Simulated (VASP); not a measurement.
# AlGa3N4 (P-42m) in VASP: notebook

AlGa3N4 is run at these levels: r2SCAN; tasks: single point.

All numbers are computed with VASP 6.6.1; they aren't measurements. Logs are shortened: lines on timing, memory, paths and dates and some standing lists are left out, and cuts for length are marked.

## Step 1: The cell of the first run

The structure is tetragonal, space group P-42m (No. 111). The conventional cell has a = 4.331 Å, b = 4.331 Å, c = 4.546 Å, α = 90.00°, β = 90.00°, γ = 90.00°. Al (site symmetry -42m) has 4 N at 1.87 Å within 2.5 Å. Within 2.5 Å of Ga (site symmetry -42m) lie 4 N at 1.92 Å. Within 2.5 Å of Ga (site symmetry 222) lie 4 N at 1.92 Å. N (site symmetry m) has 1 Al at 1.87 Å and 3 Ga at 1.92 Å within 2.5 Å.

## Step 2: Single point, r2SCAN (biaxial strain in the a-b plane: -3.0 %)

Contents of POSCAR:

```
AlGa3N4
1.0
    4.3313841117      0.0000000000      0.0000000000
    0.0000000000      4.3313841117      0.0000000000
    0.0000000000      0.0000000000      4.5457206451
Al Ga N
1 3 4
Direct
    0.0000000000      0.0000000000      0.0000000000
    0.5000000000      0.5000000000      0.0000000000
    0.5000000000      0.0000000000      0.5000000000
    0.0000000000      0.5000000000      0.5000000000
    0.7554792181      0.7554792181      0.2448487803
    0.7554792181      0.2445207819      0.7551512197
    0.2445207819      0.7554792181      0.7551512197
    0.2445207819      0.2445207819      0.2448487803
```

Contents of INCAR.step1:

```
SYSTEM = AlGa3N4
  ALGO = Normal
  EDIFF = 1E-4
  ENCUT = 520
  GGA = PE
  ISMEAR = 0
  LASPH = .TRUE.
  LCHARG = .FALSE.
  LREAL = .FALSE.
  LWAVE = .TRUE.
  NBANDS = 41
  NELM = 100
  PREC = Accurate
  SIGMA = 0.02
```

Contents of INCAR.step2:

```
SYSTEM = AlGa3N4
  ALGO = Normal
  EDIFF = 1E-7
  ENCUT = 520
  ISIF = 2
  ISMEAR = 0
  ISTART = 1
  LASPH = .TRUE.
  LCHARG = .TRUE.
  LELF = .TRUE.
  LMIXTAU = .TRUE.
  LREAL = .FALSE.
  LVHAR = .TRUE.
  LWAVE = .FALSE.
  METAGGA = R2SCAN
  NBANDS = 41
  NELM = 100
  PREC = Accurate
  SIGMA = 0.02
```

Contents of KPOINTS:

```
k-points
0
G
  6 6 6
  0 0 0
```

Potentials or basis: VASP PAW PBE potentials, release 64 (Al, Ga_d, N).

Command:

```console
$ cat potpaw_PBE.64/Al/POTCAR potpaw_PBE.64/Ga_d/POTCAR potpaw_PBE.64/N/POTCAR > POTCAR
$ cp INCAR.step1 INCAR
$ mpirun -np 1 vasp_std > vasp.out
$ cp INCAR.step2 INCAR
$ mpirun -np 1 vasp_std > vasp.out
```

OUTCAR:

```text
SYSTEM = AlGa3N4
   EDIFF = 1E-7
   ENCUT = 520
   ISIF = 2
   ISMEAR = 0
   ISTART = 1
   LASPH = .TRUE.
   LREAL = .FALSE.
   METAGGA = R2SCAN
   NELM = 100
   PREC = Accurate

 ion  position               nearest neighbor table
   1  0.000  0.000  0.000-   5 1.87   6 1.87   7 1.87   8 1.87   2 3.06   2 3.06   2 3.06   2 3.06
                             4 3.14   3 3.14   4 3.14   4 3.14   4 3.14   3 3.14   3 3.14   3 3.14
   2  0.500  0.500  0.000-   5 1.92   6 1.92   7 1.92   8 1.92   1 3.06   1 3.06   1 3.06   1 3.06

   3  0.500  0.000  0.500-   5 1.92   6 1.92   7 1.92   8 1.92   1 3.14   1 3.14   1 3.14   1 3.14

   4  0.000  0.500  0.500-   5 1.92   6 1.92   7 1.92   8 1.92   1 3.14   1 3.14   1 3.14   1 3.14

   5  0.755  0.755  0.245-   1 1.87   2 1.92   3 1.92   4 1.92
   6  0.755  0.245  0.755-   1 1.87   2 1.92   3 1.92   4 1.92
   7  0.245  0.755  0.755-   1 1.87   2 1.92   3 1.92   4 1.92
   8  0.245  0.245  0.245-   1 1.87   2 1.92   3 1.92   4 1.92

  LATTYP: Found a simple tetragonal cell.
 ALAT       =     4.3313841117
 C/A-ratio  =     1.0494845361

  Lattice vectors:

 A1 = (   4.3313841117,   0.0000000000,   0.0000000000)
 A2 = (   0.0000000000,   4.3313841117,   0.0000000000)
 A3 = (   0.0000000000,   0.0000000000,   4.5457206451)

Analysis of symmetry for initial positions (statically):
=====================================================================
 Subroutine PRICEL returns:
 Original cell was already a primitive cell.

 Routine SETGRP: Setting up the symmetry group for a
 simple tetragonal supercell.

 Subroutine GETGRP returns: Found  8 space group operations
 (whereof  8 operations were pure point group operations)
 out of a pool of 16 trial point group operations.

The static configuration has the point symmetry D_2d.

Analysis of symmetry for dynamics (positions and initial velocities):
=====================================================================
 Subroutine PRICEL returns:
 Original cell was already a primitive cell.

 Routine SETGRP: Setting up the symmetry group for a
 simple tetragonal supercell.

 Subroutine GETGRP returns: Found  8 space group operations
 (whereof  8 operations were pure point group operations)
 out of a pool of 16 trial point group operations.

The dynamic configuration has the point symmetry D_2d.

 Subroutine INISYM returns: Found  8 space group operations
 (whereof  8 operations are pure point group operations),
 and found     1 'primitive' translations

----------------------------------------------------------------------------------------

                                     Primitive cell

  volume of cell :      85.2818

  direct lattice vectors                    reciprocal lattice vectors
     4.331384112  0.000000000  0.000000000     0.230873082  0.000000000  0.000000000
     0.000000000  4.331384112  0.000000000     0.000000000  0.230873082  0.000000000
     0.000000000  0.000000000  4.545720645     0.000000000  0.000000000  0.219987122

  length of vectors
     4.331384112  4.331384112  4.545720645     0.230873082  0.230873082  0.219987122

  position of ions in fractional coordinates (direct lattice)
     0.000000000  0.000000000  0.000000000
     0.500000000  0.500000000  0.000000000
     0.500000000  0.000000000  0.500000000
     0.000000000  0.500000000  0.500000000
     0.755479218  0.755479218  0.244848780
     0.755479218  0.244520782  0.755151220
     0.244520782  0.755479218  0.755151220
     0.244520782  0.244520782  0.244848780

  ion indices of the primitive-cell ions
   primitive index   ion index
                 1           1
                 2           2
                 3           3
                 4           4
                 5           5
                 6           6
                 7           7
                 8           8

----------------------------------------------------------------------------------------

 KPOINTS: k-points

Automatic generation of k-mesh.
 Grid dimensions read from file:
 generate k-points for:    6    6    6

 Generating k-lattice:

  Cartesian coordinates                     Fractional coordinates (reciprocal lattice)
     0.038478847  0.000000000  0.000000000     0.166666667  0.000000000  0.000000000
     0.000000000  0.038478847  0.000000000     0.000000000  0.166666667  0.000000000
     0.000000000  0.000000000  0.036664520     0.000000000  0.000000000  0.166666667

  Length of vectors
     0.038478847  0.038478847  0.036664520

  Shift w.r.t. Gamma in fractional coordinates (k-lattice)
     0.000000000  0.000000000  0.000000000

 Subroutine IBZKPT returns following result:
 ===========================================

 Found     40 irreducible k-points:

 Following reciprocal coordinates:
            Coordinates               Weight
  0.000000  0.000000  0.000000      1.000000
  0.166667  0.000000  0.000000      4.000000
  0.333333  0.000000  0.000000      4.000000
  0.500000  0.000000  0.000000      2.000000
  0.166667  0.166667  0.000000      4.000000
  0.333333  0.166667  0.000000      8.000000
[... 16 lines left out ...]
  0.333333  0.000000  0.333333      8.000000
  0.500000  0.000000  0.333333      4.000000
 [... further k-points ...]
   k-points           NKPTS =     40   k-points in BZ     NKDIM =     40   number of bands    NBANDS=     41
   number of dos      NEDOS =    301   number of ions     NIONS =      8
   total plane-waves  NPLWV =  36864
   dimension x,y,z NGX =    32 NGY =   32 NGZ =   36
   dimension x,y,z NGXF=    64 NGYF=   64 NGZF=   72
   ions per type =               1   3   4
   NGX,Y,Z   is equivalent  to a cutoff of  12.28, 12.28, 13.17 a.u.
   NGXF,Y,Z  is equivalent  to a cutoff of  24.56, 24.56, 26.33 a.u.
 SYSTEM =  AlGa3N4
   PREC   = accura    normal or accurate (medium, high low for compatibility)
   ISTART =      1    job   : 0-new  1-cont  2-samecut
   ICHARG =      0    charge: 1-file 2-atom 10-const
   ISPIN  =      1    spin polarized calculation?
   LNONCOLLINEAR =      F non collinear calculations
   LSORBIT =      F    spin-orbit coupling
   LASPH  =      T    aspherical Exc in radial PAW
   ENCUT  =  520.0 eV  38.22 Ry    6.18 a.u.   8.05  8.05  8.45*2*pi/ulx,y,z
   NELM   =    100;   NELMIN=  2; NELMDL=  0     # of ELM steps
   EDIFF  = 0.1E-06   stopping-criterion for ELM
   LREAL  =      F    real-space projection
   EDIFFG = 0.1E-05   stopping-criterion for IOM
   NSW    =      0    number of steps for IOM
   IBRION =     -1    ionic relax: 0-MD 1-quasi-New 2-CG
   NFREE  =      0    steps in history (QN), initial steepest desc. (CG)
   ISIF   =      2    stress and relaxation
   ISYM   =      2    0-nonsym 1-usesym 2-fastsym
   POTIM  = 0.5000    time-step for ionic-motion
   TEBEG  =    0.0;   TEEND  =   0.0 temperature during run
   PSTRESS=    0.0 pullay stress
   NELECT =      62.0000    total number of electrons
   NUPDOWN=      -1.0000    fix difference up-down
   EMIN   =  10.00;   EMAX   =-10.00  energy-range for DOS
   EFERMI =   0.00;   METHOD = LEGACY
   ISMEAR =     0;   SIGMA  =   0.02  broadening in eV -4-tet -1-fermi 0-gaus
   EFERMI_NEDOS =   21; number of points for ismear=-14 and -15
   IALGO  =     38    algorithm
   IMIX   =      4    mixing-type and parameters
     AMIX     =   0.40;   BMIX     =  1.00
     AMIX_MAG =   1.60;   BMIX_MAG =  1.00
  volume/ion in A,a.u.               =      10.66        71.94
  Fermi-wavevector in a.u.,A,eV,Ry     =   1.472041  2.781755 29.482543  2.166906
  Thomas-Fermi vector in A             =   2.587104
   LORBIT       =      0    0 simple, 1 ext, 2 COOP (PROOUT), +10 PAW based schemes
   METAGGA = R2SCAN    functional components
   LHFCALC =     F    Hartree Fock is set to
   AEXX    =    0.0000 exact exchange contribution
   IVDW    =     0    specifies the selected vdW correction
   LEPSILON=     F    determine dielectric tensor
   LRPA    =     F    only Hartree local field effects (RPA)
 non-spin polarized calculation
 Gauss-broadening in eV      SIGMA  =   0.02
  energy-cutoff  :      520.00
  volume of cell :       85.28
 maximum number of plane-waves:      2320
   NGX = 17   NGY = 17   NGZ = 17

 number of electron      62.0000074 magnetization

 Free energy of the ion-electron system (eV)
  ---------------------------------------------------
  ext. energy  EPLUGINS =         0.00000000
  ---------------------------------------------------
  free energy    TOTEN  =       -84.67492949 eV

  energy without entropy =      -84.67492949  energy(sigma->0) =      -84.67492949

 E-fermi :   5.8807     XC(G=0): -12.6273

 val. band max:        5.7295472380   @ k =   0.0000   0.0000   0.0000
 cond. band min:       8.7738193960   @ k =   0.0000   0.0000   0.0000
 fundamental gap:      3.0442721580
 Fermi energy:         5.8806826171

 k-point     1 :       0.0000    0.0000    0.0000
  band No.  band energies     occupation
      1     -11.1897      2.00000
      2      -9.6522      2.00000
      3      -9.6123      2.00000
      4      -9.6123      2.00000
      5      -7.8927      2.00000
      6      -7.8770      2.00000
[... 33 lines left out ...]
     40      17.5644      0.00000
     41      17.6938      0.00000

 k-point     2 :       0.1667    0.0000    0.0000
  band No.  band energies     occupation
      1     -11.0659      2.00000
      2      -9.6744      2.00000
      3      -9.6541      2.00000
      4      -9.6172      2.00000
      5      -7.8870      2.00000
      6      -7.8744      2.00000
[... 33 lines left out ...]
     40      17.6392      0.00000
     41      18.0454      0.00000

 k-point     3 :       0.3333    0.0000    0.0000
  band No.  band energies     occupation
      1     -10.7283      2.00000
      2      -9.8865      2.00000
      3      -9.6577      2.00000
      4      -9.6275      2.00000
      5      -7.8642      2.00000
      6      -7.8430      2.00000
[... 875 lines left out ...]
      2      -9.8647      2.00000
      3      -9.8083      2.00000
      4      -9.6824      2.00000
      5      -7.8531      2.00000
      6      -7.8500      2.00000
[... 33 lines left out ...]
     40      16.3702      0.00000
     41      16.8216      0.00000

 k-point    24 :       0.5000    0.0000    0.3333
  band No.  band energies     occupation
      1     -10.1608      2.00000
      2     -10.0199      2.00000
      3      -9.7979      2.00000
      4      -9.7306      2.00000
      5      -7.8576      2.00000
      6      -7.8328      2.00000
[... 33 lines left out ...]
     40      16.4749      0.00000
     41      16.5027      0.00000

 [... further k-points ...]

------------------------ aborting loop because EDIFF is reached ----------------------------------------

  FORCE on cell =-STRESS in cart. coord.  units (eV):
  Direction    XX          YY          ZZ          XY          YZ          ZX
  --------------------------------------------------------------------------------------
  -------------------------------------------------------------------------------------
  Total        6.6309057      6.6309057      2.8352758      0.0000000      0.0000000      0.0000000
  in kB      124.5739673    124.5739673     53.2659591      0.0000000      0.0000000      0.0000000
  external PRESSURE =     100.8046313 kB  Pullay stress =       0.0000000 kB

 VOLUME and BASIS-vectors are now :
 -----------------------------------------------------------------------------
  energy-cutoff  :      520.00
  volume of cell :       85.28
      direct lattice vectors                 reciprocal lattice vectors
     4.331384112  0.000000000  0.000000000     0.230873082  0.000000000  0.000000000
     0.000000000  4.331384112  0.000000000     0.000000000  0.230873082  0.000000000
     0.000000000  0.000000000  4.545720645     0.000000000  0.000000000  0.219987122

 POSITION                                       TOTAL-FORCE (eV/Angst)
 -----------------------------------------------------------------------------------
      0.00000      0.00000      0.00000        -0.000000      0.000000     -0.000000
      2.16569      2.16569      0.00000         0.000000      0.000000     -0.000000
      2.16569      0.00000      2.27286        -0.000000      0.000000     -0.000000
      0.00000      2.16569      2.27286         0.000000      0.000000     -0.000000
      3.27227      3.27227      1.11301         0.060113      0.060113     -0.039522
      3.27227      1.05911      3.43271         0.060113     -0.060113      0.039522
      1.05911      3.27227      3.43271        -0.060113      0.060113      0.039522
      1.05911      1.05911      1.11301        -0.060113     -0.060113     -0.039522
 -----------------------------------------------------------------------------------
    total drift:                               -0.000000     -0.000000     -0.000000

  FREE ENERGIE OF THE ION-ELECTRON SYSTEM (eV)
  ---------------------------------------------------
  free  energy   TOTEN  =       -84.6749294911 eV

  energy  without entropy=      -84.6749294911  energy(sigma->0) =      -84.67492949
```

Run time: 3.4 min. Hardware: 1 thread of Intel Xeon 6975P-C (Granite Rapids), shared host; peak memory 0.27 GiB.

What came out:

```yaml
Free_energy: -84.6749 eV
Pressure: 10.1 GPa
Largest_force: 0.094 eV/Å
Band_gap_on_the_k_mesh: 3.04 eV
```

Forces in eV/Å, atoms in the order of the input:
```
Al   0.000  0.000  0.000
Ga   0.000  0.000  0.000
Ga   0.000  0.000  0.000
Ga   0.000  0.000  0.000
N    0.060  0.060 -0.040
N    0.060 -0.060  0.040
N   -0.060  0.060  0.040
N   -0.060 -0.060 -0.040
```

Stress tensor (GPa, compression positive):
```
12.46  0.00  0.00
 0.00 12.46  0.00
 0.00  0.00  5.33
```

Caveat: the cell differs from its parent crystal (biaxial strain in the a-b plane: -3.0 %); the stress differs along the axes, from 5 to 12 GPa; the PAW data sets were made with another functional, which shifts forces and pressure a little.

## Step 3: Single point, r2SCAN (biaxial strain in the a-b plane: -1.5 %)

Contents of POSCAR:

```
AlGa3N4
1.0
    4.3983642784      0.0000000000      0.0000000000
    0.0000000000      4.3983642784      0.0000000000
    0.0000000000      0.0000000000      4.5055325451
Al Ga N
1 3 4
Direct
    0.0000000000      0.0000000000      0.0000000000
    0.5000000000      0.5000000000      0.0000000000
    0.5000000000      0.0000000000      0.5000000000
    0.0000000000      0.5000000000      0.5000000000
    0.7553510551      0.7553510551      0.2446489449
    0.7553510551      0.2446489449      0.7553510551
    0.2446489449      0.7553510551      0.7553510551
    0.2446489449      0.2446489449      0.2446489449
```

Contents of INCAR.step1:

```
SYSTEM = AlGa3N4
ALGO     = Normal         ! electronic algorithm
EDIFF    = 1E-4           ! SCF threshold, eV
ENCUT    = 520            ! plane-wave cutoff, eV
GGA      = PE             ! functional
ISMEAR   = 0              ! smearing method
LASPH    = .True.         ! aspherical terms in the spheres
LCHARG   = .False.        ! write CHGCAR
LREAL    = .False.        ! projectors in reciprocal space
LWAVE    = .True.         ! write WAVECAR
NBANDS   = 41             ! bands
NELM     = 100            ! most SCF steps
PREC     = Accurate       ! precision mode
SIGMA    = 0.02           ! smearing width, eV
```

Contents of INCAR.step2:

```
SYSTEM = AlGa3N4
ALGO     = Normal         ! electronic algorithm
EDIFF    = 1E-6           ! SCF threshold, eV
ENCUT    = 520            ! plane-wave cutoff, eV
ISIF     = 2              ! what is computed and relaxed
ISMEAR   = 0              ! smearing method
ISTART   = 1            
LASPH    = .True.         ! aspherical terms in the spheres
LCHARG   = .True.         ! write CHGCAR
LELF     = .True.         ! ELF
LMIXTAU  = .True.       
LREAL    = .False.        ! projectors in reciprocal space
LVHAR    = .True.       
LWAVE    = .False.        ! write WAVECAR
METAGGA  = R2SCAN         ! meta-GGA
NBANDS   = 41             ! bands
NELM     = 100            ! most SCF steps
PREC     = Accurate       ! precision mode
SIGMA    = 0.02           ! smearing width, eV
```

Contents of KPOINTS:

```
k-points
0
Gamma
  6 6 6
  0 0 0
```

Potentials or basis: VASP PAW PBE potentials, release 64 (Al, Ga_d, N).

Command:

```console
$ cat potpaw_PBE.64/Al/POTCAR potpaw_PBE.64/Ga_d/POTCAR potpaw_PBE.64/N/POTCAR > POTCAR
$ cp INCAR.step1 INCAR
$ mpirun -np 1 vasp_std > vasp.out
$ cp INCAR.step2 INCAR
$ mpirun -np 1 vasp_std > vasp.out
```

It took 4 min on 1 thread of Intel Xeon 6975P-C (Granite Rapids), shared host; peak memory 0.28 GiB.

The run converged. Its results:

```yaml
Free_energy: -84.8148 eV
Pressure: 5.2 GPa
Largest_force: 0.090 eV/Å
Band_gap_on_the_k_mesh: 2.93 eV
```

Forces in eV/Å, atoms in the order of the input:
```
Al   0.000  0.000  0.000
Ga   0.000  0.000  0.000
Ga   0.000  0.000  0.000
Ga   0.000  0.000  0.000
N    0.060  0.060 -0.030
N    0.060 -0.060  0.030
N   -0.060  0.060  0.030
N   -0.060 -0.060 -0.030
```

Stress tensor (GPa, compression positive):
```
6.38 0.00 0.00
0.00 6.38 0.00
0.00 0.00 2.87
```

Levels at points of the mesh, in eV from the valence-band top:
```tsv
k point	band 27	band 28	band 29	band 30	band 31	band 32	band 33	band 34	band 35	band 36
(0.00, 0.00, 0.00)	-2.50	-2.50	-0.11	0.00	0.00	2.93	3.85	3.85	4.01	7.10
(0.50, 0.00, 0.00)	-2.87	-1.68	-1.62	-1.34	-1.28	5.53	5.64	6.86	6.88	8.51
(0.50, 0.50, 0.00)	-3.25	-0.94	-0.94	-0.94	-0.56	7.49	7.71	7.71	8.09	8.23
(0.00, 0.00, 0.50)	-3.01	-1.52	-1.52	-1.18	-1.18	5.48	5.56	6.67	6.67	8.64
(0.50, 0.00, 0.50)	-3.12	-1.12	-1.12	-1.07	-0.72	7.41	7.61	7.65	7.95	8.03
(0.50, 0.50, 0.50)	-0.91	-0.76	-0.76	-0.71	-0.63	5.68	5.68	5.70	7.03	9.86
```

Caveat: the cell differs from its parent crystal (biaxial strain in the a-b plane: -1.5 %); the cell stands under pressure; the PAW data sets were made with another functional, which shifts forces and pressure a little.

(Continued in part 2 of 2.)
